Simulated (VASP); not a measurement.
# WS2 (P6_3/mmc) in VASP: vibrations by perturbation theory with PBE

Aim: the vibrations by perturbation theory of WS2 with PBE.

Everything below comes from runs of VASP 6.6.1. Logs are shortened: lines on timing, memory, paths and dates and some standing lists are left out, and cuts for length are marked.

### 1 The cell of the first run

Symmetry: P6_3/mmc, No. 194, hexagonal system. The conventional cell has a = 3.127 Å, b = 3.127 Å, c = 12.161 Å, α = 90.00°, β = 90.00°, γ = 120.00°. W (site symmetry -6m2) has 6 S at 2.39 Å and 6 W at 3.13 Å within 3.2 Å. Within 3.2 Å of S (site symmetry 3m) lie 3 W at 2.39 Å and 7 S at 3.12 to 3.13 Å.

### 2 Vibrations by perturbation theory, PBE

Input file INCAR:

```
SYSTEM = WS2
ALGO = Normal ; EDIFF = 1E-8
ENCUT = 500 ; GGA = PE
GGA_COMPAT = .False. ; IBRION = 8
ISIF = 2 ; ISMEAR = 0
LASPH = .True. ; LCHARG = .False.
LEPSILON = .True. ; LREAL = .False.
LWAVE = .False. ; NELM = 120
NSW = 1 ; PREC = Accurate
SIGMA = 0.01
```

Input file KPOINTS:

```
k-points
0
Gamma
  9 9 2
  0 0 0
```

Input file POSCAR:

```
WS2
1.0
    3.1268201654     -0.0000000283      0.0000000000
   -1.5634100581      2.7079057105      0.0000000000
    0.0000000000      0.0000000000     12.1606288030
W S
2 4
Direct
    0.3333333333      0.6666666667      0.2500000000
    0.6666666667      0.3333333333      0.7500000000
    0.3333333333      0.6666666667      0.6215564458
    0.6666666667      0.3333333333      0.1215564458
    0.3333333333      0.6666666667      0.8784435542
    0.6666666667      0.3333333333      0.3784435542
```

Potentials or basis: VASP PAW PBE potentials, release 64 (W_sv, S).

Command:

```sh
$ cat potpaw_PBE.64/W_sv/POTCAR potpaw_PBE.64/S/POTCAR > POTCAR
$ mpirun -np 1 vasp_std > vasp.out
```

OUTCAR:

```text
SYSTEM = WS2
   EDIFF = 1E-8
   ENCUT = 500
   GGA = PE
   IBRION = 8
   ISIF = 2
   ISMEAR = 0
   LASPH = .True.
   LEPSILON = .True.
   LREAL = .False.
   NELM = 120
   NSW = 1
   PREC = Accurate

 ion  position               nearest neighbor table
   1  0.333  0.667  0.250-   4 2.39   6 2.39   4 2.39   6 2.39   4 2.39   6 2.39
   2  0.667  0.333  0.750-   3 2.39   5 2.39   3 2.39   5 2.39   3 2.39   5 2.39
   3  0.333  0.667  0.622-   2 2.39   2 2.39   2 2.39
   4  0.667  0.333  0.122-   1 2.39   1 2.39   1 2.39
   5  0.333  0.667  0.878-   2 2.39   2 2.39   2 2.39
   6  0.667  0.333  0.378-   1 2.39   1 2.39   1 2.39

  LATTYP: Found a hexagonal cell.
 ALAT       =     3.1268201654
 C/A-ratio  =     3.8891359783

  Lattice vectors:

 A1 = (   3.1268201654,  -0.0000000283,   0.0000000000)
 A2 = (  -1.5634100581,   2.7079057105,   0.0000000000)
 A3 = (   0.0000000000,   0.0000000000,  12.1606288030)

Analysis of symmetry for initial positions (statically):
=====================================================================
 Subroutine PRICEL returns:
 Original cell was already a primitive cell.

 Routine SETGRP: Setting up the symmetry group for a
 hexagonal supercell.

 Subroutine GETGRP returns: Found 24 space group operations
 (whereof 12 operations were pure point group operations)
 out of a pool of 24 trial point group operations.

The static configuration has the point symmetry D_3d.
 The point group associated with its full space group is D_6h.

Analysis of symmetry for dynamics (positions and initial velocities):
=====================================================================
 Subroutine PRICEL returns:
 Original cell was already a primitive cell.

 Routine SETGRP: Setting up the symmetry group for a
 hexagonal supercell.

 Subroutine GETGRP returns: Found 24 space group operations
 (whereof 12 operations were pure point group operations)
 out of a pool of 24 trial point group operations.

The dynamic configuration has the point symmetry D_3d.
 The point group associated with its full space group is D_6h.

 Subroutine INISYM returns: Found 24 space group operations
 (whereof 12 operations are pure point group operations),
 and found     1 'primitive' translations

----------------------------------------------------------------------------------------

                                     Primitive cell

  volume of cell :     102.9657

[... 1066 lines left out ...]
  x     0.00000     0.00000     0.00000     0.00000     0.00000     0.00000
  y     0.00000     0.00000     0.00000     0.00000     0.00000     0.00000
  z     0.00000     0.00000     0.00000     0.00000     0.00000     0.00000

 PIEZOELECTRIC TENSOR (including local field effects)  for field in x, y, z        (C/m^2)
          XX          YY          ZZ          XY          YZ          ZX
  --------------------------------------------------------------------------------
  x     0.00000     0.00000     0.00000     0.00000     0.00000     0.00000
  y     0.00000     0.00000     0.00000     0.00000     0.00000     0.00000
  z     0.00000     0.00000     0.00000     0.00000     0.00000     0.00000

 BORN EFFECTIVE CHARGES (including local field effects) (in |e|, cummulative output)
 ---------------------------------------------------------------------------------
 ion    1
    1    -0.60235    -0.00000    -0.00000
    2    -0.00000    -0.60235     0.00000
    3    -0.00000     0.00000    -0.48880
 ion    2
    1    -0.60235    -0.00000    -0.00000
    2    -0.00000    -0.60235     0.00000
    3    -0.00000    -0.00000    -0.48880
 ion    3
    1     0.30117     0.00000    -0.00000
    2     0.00000     0.30117     0.00000
    3     0.00000     0.00000     0.24440
 ion    4
    1     0.30117     0.00000     0.00000
    2     0.00000     0.30117    -0.00000
    3    -0.00000    -0.00000     0.24440
 ion    5
    1     0.30117     0.00000     0.00000
    2     0.00000     0.30117     0.00000
    3    -0.00000    -0.00000     0.24440
 ion    6
    1     0.30117     0.00000    -0.00000
    2     0.00000     0.30117     0.00000
    3     0.00000     0.00000     0.24440

 INTERNAL STRAIN TENSOR FOR ION    6 for displacements in x,y,z  (eV/Angst):
          X           Y           Z          XY          YZ          ZX
  --------------------------------------------------------------------------------
  x     0.00000    -0.00000    -0.00000     4.20855    -0.00000   -15.30711
  y     4.20855    -4.20855    -0.00000    -0.00000   -16.65962    -0.00000
  z   -12.45449   -12.45449   -31.07036    -0.00000     0.00000    -0.00000

 SECOND DERIVATIVES (NOT SYMMETRIZED)
 ------------------------------------
               1X          1Y          1Z          2X          2Y          2Z          3X          3Y          3Z          4X          4Y          4Z          5X          5Y          5Z          6X          6Y          6Z
  1X   -23.092261   -0.000000    0.000000    0.051792    0.000000    0.000000    0.049591    0.000000   -0.000000   11.470644    0.000000    0.000000    0.049591    0.000000    0.000000   11.470644    0.000000   -0.000000
  1Y    -0.000000  -23.092261    0.000000    0.000000    0.051792    0.000000    0.000000    0.049591   -0.000000    0.000000   11.470644    0.000000    0.000000    0.049591    0.000000    0.000000   11.470644   -0.000000
  1Z     0.000000    0.000000  -35.065423    0.000000    0.000000    0.159955    0.000000    0.000000   -0.008249    0.000000   -0.000000   17.460983   -0.000000   -0.000000   -0.008249   -0.000000    0.000000   17.460983
  2X     0.051792    0.000000    0.000000  -23.092261   -0.000000    0.000000   11.470644    0.000000   -0.000000    0.049591    0.000000    0.000000   11.470644    0.000000    0.000000    0.049591    0.000000   -0.000000
  2Y     0.000000    0.051792    0.000000   -0.000000  -23.092261    0.000000    0.000000   11.470644   -0.000000    0.000000    0.049591    0.000000    0.000000   11.470644    0.000000    0.000000    0.049591   -0.000000
  2Z     0.000000    0.000000    0.159955    0.000000    0.000000  -35.065423   -0.000000    0.000000   17.460983   -0.000000   -0.000000   -0.008249    0.000000   -0.000000   17.460983    0.000000    0.000000   -0.008249
  3X     0.048806    0.000000    0.000000   11.464424    0.000000    0.000000  -11.219651   -0.000000   -0.000000   -0.031446   -0.000000   -0.000000   -0.348633   -0.000000    0.000000    0.086500    0.000000   -0.000000
  3Y     0.000000    0.048806   -0.000000    0.000000   11.464424   -0.000000   -0.000000  -11.219651    0.000000   -0.000000   -0.031446    0.000000   -0.000000   -0.348633   -0.000000    0.000000    0.086500    0.000000
  3Z    -0.000000   -0.000000    0.072816    0.000000   -0.000000   17.366067    0.000000    0.000000  -19.862568   -0.000000    0.000000    0.070423   -0.000000    0.000000    1.921039   -0.000000   -0.000000    0.432223
  4X    11.464424    0.000000    0.000000    0.048806    0.000000   -0.000000   -0.031446   -0.000000    0.000000  -11.219651   -0.000000   -0.000000    0.086500    0.000000    0.000000   -0.348633   -0.000000    0.000000
  4Y     0.000000   11.464424    0.000000    0.000000    0.048806    0.000000   -0.000000   -0.031446   -0.000000   -0.000000  -11.219651    0.000000    0.000000    0.086500   -0.000000   -0.000000   -0.348633    0.000000
  4Z    -0.000000    0.000000   17.366067    0.000000    0.000000    0.072816    0.000000    0.000000    0.070423   -0.000000   -0.000000  -19.862568    0.000000    0.000000    0.432223    0.000000   -0.000000    1.921039
  5X     0.048806    0.000000   -0.000000   11.464424    0.000000    0.000000   -0.348633   -0.000000    0.000000    0.086500    0.000000    0.000000  -11.219651   -0.000000   -0.000000   -0.031446   -0.000000    0.000000
  5Y     0.000000    0.048806    0.000000    0.000000   11.464424    0.000000   -0.000000   -0.348633    0.000000    0.000000    0.086500   -0.000000   -0.000000  -11.219651    0.000000   -0.000000   -0.031446   -0.000000
  5Z     0.000000    0.000000    0.072816   -0.000000    0.000000   17.366067    0.000000   -0.000000    1.921039    0.000000    0.000000    0.432223   -0.000000   -0.000000  -19.862568    0.000000    0.000000    0.070423
  6X    11.464424    0.000000    0.000000    0.048806    0.000000    0.000000    0.086500    0.000000   -0.000000   -0.348633   -0.000000    0.000000   -0.031446   -0.000000   -0.000000  -11.219651   -0.000000   -0.000000
  6Y     0.000000   11.464424   -0.000000    0.000000    0.048806   -0.000000    0.000000    0.086500    0.000000   -0.000000   -0.348633   -0.000000   -0.000000   -0.031446    0.000000   -0.000000  -11.219651    0.000000
  6Z     0.000000   -0.000000   17.366067   -0.000000   -0.000000    0.072816   -0.000000   -0.000000    0.432223   -0.000000    0.000000    1.921039   -0.000000    0.000000    0.070423    0.000000    0.000000  -19.862568

 Eigenvectors and eigenvalues of the dynamical matrix
 ----------------------------------------------------

   1 f  =   13.598227 THz    85.440179 2PiTHz  453.588022 cm-1    56.237722 meV
             X         Y         Z           dx          dy          dz
      0.000000  1.805270  3.040157     0.000000   -0.000000   -0.348593
      1.563410  0.902635  9.120472     0.000000    0.000000    0.348593
      0.000000  1.805270  7.558517    -0.000000   -0.000000   -0.435019
      1.563410  0.902635  1.478203    -0.000000    0.000000    0.435019
      0.000000  1.805270 10.682426    -0.000000   -0.000000   -0.435019
      1.563410  0.902635  4.602112    -0.000000    0.000000    0.435019
[... 145 lines left out ...]
  18 f/i=    0.002328 THz     0.014628 2PiTHz    0.077660 cm-1     0.009629 meV
             X         Y         Z           dx          dy          dz
      0.000000  1.805270  3.040157     0.000000    0.000000    0.608782
      1.563410  0.902635  9.120472     0.000000    0.000000    0.608782
      0.000000  1.805270  7.558517     0.000000    0.000000    0.254346
      1.563410  0.902635  1.478203     0.000000    0.000000    0.254346
      0.000000  1.805270 10.682426     0.000000    0.000000    0.254346
      1.563410  0.902635  4.602112     0.000000    0.000000    0.254346

--------------------------------------------------------------------------------------------------------

 MACROSCOPIC STATIC DIELECTRIC TENSOR IONIC CONTRIBUTION
 ------------------------------------------------------
           0.055360     0.000000    -0.000000
           0.000000     0.055360    -0.000000
          -0.000000    -0.000000     0.024065
 ------------------------------------------------------

 ELASTIC MODULI CONTR FROM IONIC RELAXATION (kBar)
 Direction    XX          YY          ZZ          XY          YZ          ZX
 --------------------------------------------------------------------------------
 XX        -547.4129   -324.5069  -1087.5938     -0.0000     -0.0000     -0.0000
 YY        -324.5069   -547.4129  -1087.5938     -0.0000     -0.0000      0.0000
 ZZ       -1087.5938  -1087.5938  -2713.2322     -0.0000      0.0000     -0.0000
 XY          -0.0000     -0.0000     -0.0000   -111.4530      0.0000     -0.0000
 YZ          -0.0000     -0.0000      0.0000      0.0000  -1571.9964     -0.0000
 ZX          -0.0000      0.0000     -0.0000     -0.0000     -0.0000  -1327.1123
 --------------------------------------------------------------------------------

 PIEZOELECTRIC TENSOR IONIC CONTR  for field in x, y, z        (C/m^2)
          XX          YY          ZZ          XY          YZ          ZX
  --------------------------------------------------------------------------------
  x    -0.00000     0.00000    -0.00000     0.00000     0.00000     0.00000
  y    -0.00000     0.00000     0.00000     0.00000    -0.00000    -0.00000
  z    -0.00000    -0.00000    -0.00000     0.00000     0.00000    -0.00000
```

Run time: 66 min. Hardware: 1 thread of Intel Xeon 8259CL, shared host; peak memory 0.69 GiB.

Results:

```yaml
Electronic_dielectric_tensor_diagonal: 13.96, 13.96, 6.49
Born_charges_mean_of_the_diagonal: W -0.56; S +0.28 e
Highest_phonon_frequency_at_Γ_LO-TO_splitting_left_out: 454 cm⁻¹
```

Phonon frequencies in cm⁻¹ (negative: imaginary):
```tsv
q point	frequencies
(0.000, 0.000, 0.000)	0 0 0 28 28 53 302 302 305 305 363 363 363 363 426 433 447 454
```

Electronic dielectric tensor:
```
13.96  0.00  0.00
 0.00 13.96  0.00
 0.00  0.00  6.49
```

Born effective charge tensors (e):
atom 1, W
```
-0.60  0.00  0.00
 0.00 -0.60  0.00
 0.00  0.00 -0.49
```
atom 2, W
```
-0.60  0.00  0.00
 0.00 -0.60  0.00
 0.00  0.00 -0.49
```
atom 3, S
```
0.30 0.00 0.00
0.00 0.30 0.00
0.00 0.00 0.24
```
atom 4, S
```
0.30 0.00 0.00
0.00 0.30 0.00
0.00 0.00 0.24
```
atom 5, S
```
0.30 0.00 0.00
0.00 0.30 0.00
0.00 0.00 0.24
```
atom 6, S
```
0.30 0.00 0.00
0.00 0.30 0.00
0.00 0.00 0.24
```

Caveat: the cell stands under pressure or tension, which shifts response properties; spin-orbit coupling is left out, which moves the levels of the heavy elements.
